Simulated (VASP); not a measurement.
# KTaO3 (P4/mmm) in VASP: single point with PBEsol

Aim: the single point of KTaO3 with PBEsol.

All numbers are computed with VASP 6.6.1; they aren't measurements. Logs are shortened: lines on timing, memory, paths and dates and some standing lists are left out, and cuts for length are marked.

**1. The cell of the first run**

It takes space group P4/mmm (No. 123, tetragonal). Conventional cell: a = 3.806 Å, b = 3.806 Å, c = 4.093 Å, α = 90.00°, β = 90.00°, γ = 90.00°. Within 3.5 Å of K (site symmetry 4/mmm) lie 12 O at 2.69 to 2.79 Å and 8 Ta at 3.38 Å. Ta (site symmetry 4/mmm) has 6 O at 1.90 to 2.05 Å within 2.5 Å. O (site symmetry mmm) has 2 Ta at 1.90 Å within 2.5 Å. Within 2.7 Å of O (site symmetry 4/mmm) lie 2 Ta at 2.05 Å and 4 K at 2.69 Å.

**2. Single point, PBEsol (biaxial strain in the a-b plane: -4.5 %)**

INCAR reads:

```
SYSTEM = KTaO3
  PREC = Accurate
  ENCUT = 520
  EDIFF = 1E-7
  ISMEAR = 0
  SIGMA = 0.02
  LREAL = .FALSE.
  LASPH = .TRUE.
  NELM = 100
  ALGO = Normal
  ISIF = 2
  LWAVE = .FALSE.
  LCHARG = .TRUE.
  GGA = PS
  LELF = .TRUE.
  LVHAR = .TRUE.
  NBANDS = 27
```

KPOINTS reads:

```
regular mesh
0
G
  8 8 8
  0 0 0
```

POSCAR reads:

```
KTaO3
1.0
    3.8062594331      0.0000000000      0.0000000000
    0.0000000000      3.8062594331      0.0000000000
    0.0000000000      0.0000000000      4.0932234951
K Ta O
1 1 3
Direct
    0.5000000000      0.5000000000      0.5000000000
    0.0000000000      0.0000000000      0.0000000000
    0.0000000000      0.5000000000      0.0000000000
    0.0000000000      0.0000000000      0.5000000000
    0.5000000000      0.0000000000      0.0000000000
```

Potentials or basis: VASP PAW PBE potentials, release 64 (K_sv, Ta_pv, O).

Started as:

```
$ cat potpaw_PBE.64/K_sv/POTCAR potpaw_PBE.64/Ta_pv/POTCAR potpaw_PBE.64/O/POTCAR > POTCAR
$ mpirun -np 1 vasp_std > vasp.out
```

OUTCAR:

```text
SYSTEM = KTaO3
   PREC = Accurate
   ENCUT = 520
   EDIFF = 1E-7
   ISMEAR = 0
   LREAL = .FALSE.
   LASPH = .TRUE.
   NELM = 100
   ISIF = 2
   GGA = PS

 ion  position               nearest neighbor table
   1  0.500  0.500  0.500-   4 2.69   4 2.69   4 2.69   4 2.69   5 2.79   3 2.79   5 2.79   5 2.79
                             3 2.79   5 2.79   3 2.79   3 2.79   2 3.38   2 3.38   2 3.38   2 3.38
   2  0.000  0.000  0.000-   3 1.90   5 1.90   3 1.90   5 1.90   4 2.05   4 2.05   1 3.38   1 3.38
                             1 3.38   1 3.38   1 3.38   1 3.38   1 3.38   1 3.38
   3  0.000  0.500  0.000-   2 1.90   2 1.90   1 2.79   1 2.79   1 2.79   1 2.79
   4  0.000  0.000  0.500-   2 2.05   2 2.05   1 2.69   1 2.69   1 2.69   1 2.69
   5  0.500  0.000  0.000-   2 1.90   2 1.90   1 2.79   1 2.79   1 2.79   1 2.79

  LATTYP: Found a simple tetragonal cell.
 ALAT       =     3.8062594331
 C/A-ratio  =     1.0753926702

  Lattice vectors:

 A1 = (   3.8062594331,   0.0000000000,   0.0000000000)
 A2 = (   0.0000000000,   3.8062594331,   0.0000000000)
 A3 = (   0.0000000000,   0.0000000000,   4.0932234951)

Analysis of symmetry for initial positions (statically):
=====================================================================
 Subroutine PRICEL returns:
 Original cell was already a primitive cell.

 Routine SETGRP: Setting up the symmetry group for a
 simple tetragonal supercell.

 Subroutine GETGRP returns: Found 16 space group operations
 (whereof 16 operations were pure point group operations)
 out of a pool of 16 trial point group operations.

The static configuration has the point symmetry D_4h.

Analysis of symmetry for dynamics (positions and initial velocities):
=====================================================================
 Subroutine PRICEL returns:
 Original cell was already a primitive cell.

 Routine SETGRP: Setting up the symmetry group for a
 simple tetragonal supercell.

 Subroutine GETGRP returns: Found 16 space group operations
 (whereof 16 operations were pure point group operations)
 out of a pool of 16 trial point group operations.

The dynamic configuration has the point symmetry D_4h.

 Subroutine INISYM returns: Found 16 space group operations
 (whereof 16 operations are pure point group operations),
 and found     1 'primitive' translations

----------------------------------------------------------------------------------------

                                     Primitive cell

  volume of cell :      59.3010

  direct lattice vectors                    reciprocal lattice vectors
     3.806259433  0.000000000  0.000000000     0.262725129  0.000000000  0.000000000
     0.000000000  3.806259433  0.000000000     0.000000000  0.262725129  0.000000000
     0.000000000  0.000000000  4.093223495     0.000000000  0.000000000  0.244306230

  length of vectors
     3.806259433  3.806259433  4.093223495     0.262725129  0.262725129  0.244306230

  position of ions in fractional coordinates (direct lattice)
     0.500000000  0.500000000  0.500000000
     0.000000000  0.000000000  0.000000000
     0.000000000  0.500000000  0.000000000
     0.000000000  0.000000000  0.500000000
     0.500000000  0.000000000  0.000000000

  ion indices of the primitive-cell ions
   primitive index   ion index
                 1           1
                 2           2
                 3           3
                 4           4
                 5           5

----------------------------------------------------------------------------------------

 KPOINTS: regular mesh

Automatic generation of k-mesh.
 Grid dimensions read from file:
 generate k-points for:    8    8    8

 Generating k-lattice:

  Cartesian coordinates                     Fractional coordinates (reciprocal lattice)
     0.032840641  0.000000000  0.000000000     0.125000000  0.000000000  0.000000000
     0.000000000  0.032840641  0.000000000     0.000000000  0.125000000  0.000000000
     0.000000000  0.000000000  0.030538279     0.000000000  0.000000000  0.125000000

  Length of vectors
     0.032840641  0.032840641  0.030538279

  Shift w.r.t. Gamma in fractional coordinates (k-lattice)
     0.000000000  0.000000000  0.000000000

 Subroutine IBZKPT returns following result:
 ===========================================

 Found     75 irreducible k-points:

 Following reciprocal coordinates:
            Coordinates               Weight
  0.000000  0.000000  0.000000      1.000000
  0.125000  0.000000  0.000000      4.000000
  0.250000  0.000000  0.000000      4.000000
  0.375000  0.000000  0.000000      4.000000
  0.500000  0.000000  0.000000      2.000000
  0.125000  0.125000  0.000000      4.000000
[... 16 lines left out ...]
  0.375000  0.125000  0.125000     16.000000
  0.500000  0.125000  0.125000      8.000000
 [... further k-points ...]
   k-points           NKPTS =     75   k-points in BZ     NKDIM =     75   number of bands    NBANDS=     27
   number of dos      NEDOS =    301   number of ions     NIONS =      5
   total plane-waves  NPLWV =  23520
   dimension x,y,z NGX =    28 NGY =   28 NGZ =   30
   dimension x,y,z NGXF=    56 NGYF=   56 NGZF=   60
   ions per type =               1   1   3
   NGX,Y,Z   is equivalent  to a cutoff of  12.23, 12.23, 12.18 a.u.
   NGXF,Y,Z  is equivalent  to a cutoff of  24.46, 24.46, 24.37 a.u.
 SYSTEM =  KTaO3
   PREC   = accura    normal or accurate (medium, high low for compatibility)
   ISTART =      0    job   : 0-new  1-cont  2-samecut
   ICHARG =      2    charge: 1-file 2-atom 10-const
   ISPIN  =      1    spin polarized calculation?
   LNONCOLLINEAR =      F non collinear calculations
   LSORBIT =      F    spin-orbit coupling
   LASPH  =      T    aspherical Exc in radial PAW
   ENCUT  =  520.0 eV  38.22 Ry    6.18 a.u.   7.08  7.08  7.61*2*pi/ulx,y,z
   NELM   =    100;   NELMIN=  2; NELMDL= -5     # of ELM steps
   EDIFF  = 0.1E-06   stopping-criterion for ELM
   LREAL  =      F    real-space projection
   EDIFFG = 0.1E-05   stopping-criterion for IOM
   NSW    =      0    number of steps for IOM
   IBRION =     -1    ionic relax: 0-MD 1-quasi-New 2-CG
   NFREE  =      0    steps in history (QN), initial steepest desc. (CG)
   ISIF   =      2    stress and relaxation
   ISYM   =      2    0-nonsym 1-usesym 2-fastsym
   POTIM  = 0.5000    time-step for ionic-motion
   TEBEG  =    0.0;   TEEND  =   0.0 temperature during run
   PSTRESS=    0.0 pullay stress
   NELECT =      38.0000    total number of electrons
   NUPDOWN=      -1.0000    fix difference up-down
   EMIN   =  10.00;   EMAX   =-10.00  energy-range for DOS
   EFERMI =   0.00;   METHOD = LEGACY
   ISMEAR =     0;   SIGMA  =   0.02  broadening in eV -4-tet -1-fermi 0-gaus
   EFERMI_NEDOS =   21; number of points for ismear=-14 and -15
   IALGO  =     38    algorithm
   IMIX   =      4    mixing-type and parameters
     AMIX     =   0.40;   BMIX     =  1.00
     AMIX_MAG =   1.60;   BMIX_MAG =  1.00
  volume/ion in A,a.u.               =      11.86        80.04
  Fermi-wavevector in a.u.,A,eV,Ry     =   1.411395  2.667150 27.103299  1.992036
  Thomas-Fermi vector in A             =   2.533251
   LORBIT       =      0    0 simple, 1 ext, 2 COOP (PROOUT), +10 PAW based schemes
   GGA     = PS    functional components
   LHFCALC =     F    Hartree Fock is set to
   AEXX    =    0.0000 exact exchange contribution
   IVDW    =     0    specifies the selected vdW correction
   LEPSILON=     F    determine dielectric tensor
   LRPA    =     F    only Hartree local field effects (RPA)
 non-spin polarized calculation
 Gauss-broadening in eV      SIGMA  =   0.02
  energy-cutoff  :      520.00
  volume of cell :       59.30
 maximum number of plane-waves:      1618
   NGX = 15   NGY = 15   NGZ = 15

 number of electron      37.9999987 magnetization

 Free energy of the ion-electron system (eV)
  ---------------------------------------------------
  ext. energy  EPLUGINS =         0.00000000
  ---------------------------------------------------
  free energy    TOTEN  =       -42.40679818 eV

  energy without entropy =      -42.40679818  energy(sigma->0) =      -42.40679818

 E-fermi :   2.3745     XC(G=0): -11.4966

 val. band max:        2.1866476885   @ k =   0.5000   0.5000   0.5000
 cond. band min:       4.3157775191   @ k =   0.0000   0.0000   0.0000
 fundamental gap:      2.1291298306
 Fermi energy:         2.3745295075

 k-point     1 :       0.0000    0.0000    0.0000
  band No.  band energies     occupation
      1     -31.6938      2.00000
      2     -31.6938      2.00000
      3     -31.5418      2.00000
      4     -24.9155      2.00000
      5     -15.8289      2.00000
      6     -15.2363      2.00000
[... 19 lines left out ...]
     26      10.3170      0.00000
     27      10.4213      0.00000

 k-point     2 :       0.1250    0.0000    0.0000
  band No.  band energies     occupation
      1     -31.7195      2.00000
      2     -31.6928      2.00000
      3     -31.5407      2.00000
      4     -24.9080      2.00000
      5     -15.7396      2.00000
      6     -15.1262      2.00000
[... 19 lines left out ...]
     26      10.5599      0.00000
     27      11.0675      0.00000

 k-point     3 :       0.2500    0.0000    0.0000
  band No.  band energies     occupation
      1     -31.7804      2.00000
      2     -31.6903      2.00000
      3     -31.5381      2.00000
      4     -24.8900      2.00000
      5     -15.6485      2.00000
      6     -14.7045      2.00000
[... 594 lines left out ...]
      1     -31.8382      2.00000
      2     -31.7127      2.00000
      3     -31.5444      2.00000
      4     -24.8660      2.00000
      5     -15.4071      2.00000
      6     -14.3079      2.00000
[... 19 lines left out ...]
     26      12.1649      0.00000
     27      13.0215      0.00000

 k-point    24 :       0.5000    0.1250    0.1250
  band No.  band energies     occupation
      1     -31.8625      2.00000
      2     -31.7116      2.00000
      3     -31.5432      2.00000
      4     -24.8596      2.00000
      5     -15.4054      2.00000
      6     -14.2921      2.00000
[... 19 lines left out ...]
     26      12.2783      0.00000
     27      12.9196      0.00000

 [... further k-points ...]

------------------------ aborting loop because EDIFF is reached ----------------------------------------

  FORCE on cell =-STRESS in cart. coord.  units (eV):
  Direction    XX          YY          ZZ          XY          YZ          ZX
  --------------------------------------------------------------------------------------
  -------------------------------------------------------------------------------------
  Total       11.0667583     11.0667583     -1.2720851      0.0000000      0.0000000      0.0000000
  in kB      298.9983408    298.9983408    -34.3688115      0.0000000      0.0000000      0.0000000
  external PRESSURE =     187.8759567 kB  Pullay stress =       0.0000000 kB

 VOLUME and BASIS-vectors are now :
 -----------------------------------------------------------------------------
  energy-cutoff  :      520.00
  volume of cell :       59.30
      direct lattice vectors                 reciprocal lattice vectors
     3.806259433  0.000000000  0.000000000     0.262725129  0.000000000  0.000000000
     0.000000000  3.806259433  0.000000000     0.000000000  0.262725129  0.000000000
     0.000000000  0.000000000  4.093223495     0.000000000  0.000000000  0.244306230

 POSITION                                       TOTAL-FORCE (eV/Angst)
 -----------------------------------------------------------------------------------
      1.90313      1.90313      2.04661         0.000000      0.000000      0.000000
      0.00000      0.00000      0.00000         0.000000      0.000000      0.000000
      0.00000      1.90313      0.00000         0.000000      0.000000      0.000000
      0.00000      0.00000      2.04661         0.000000      0.000000      0.000000
      1.90313      0.00000      0.00000         0.000000      0.000000      0.000000
 -----------------------------------------------------------------------------------
    total drift:                                0.000000      0.000000     -0.000000

  FREE ENERGIE OF THE ION-ELECTRON SYSTEM (eV)
  ---------------------------------------------------
  free  energy   TOTEN  =       -42.4067981805 eV

  energy  without entropy=      -42.4067981805  energy(sigma->0) =      -42.40679818
```

Run time: 2.8 min. Hardware: 1 thread of Intel Xeon 8259CL, shared host; peak memory 0.25 GiB.

Results:

- Free energy: -42.4068 eV
- Pressure: 18.8 GPa
- Band gap on the k mesh: 2.13 eV, indirect (least direct gap 2.63 eV)

Caveat: the cell differs from its parent crystal (biaxial strain in the a-b plane: -4.5 %); the PAW data sets were made with another functional, which shifts forces and pressure a little; spin-orbit coupling is left out, which moves the levels of the heavy elements.
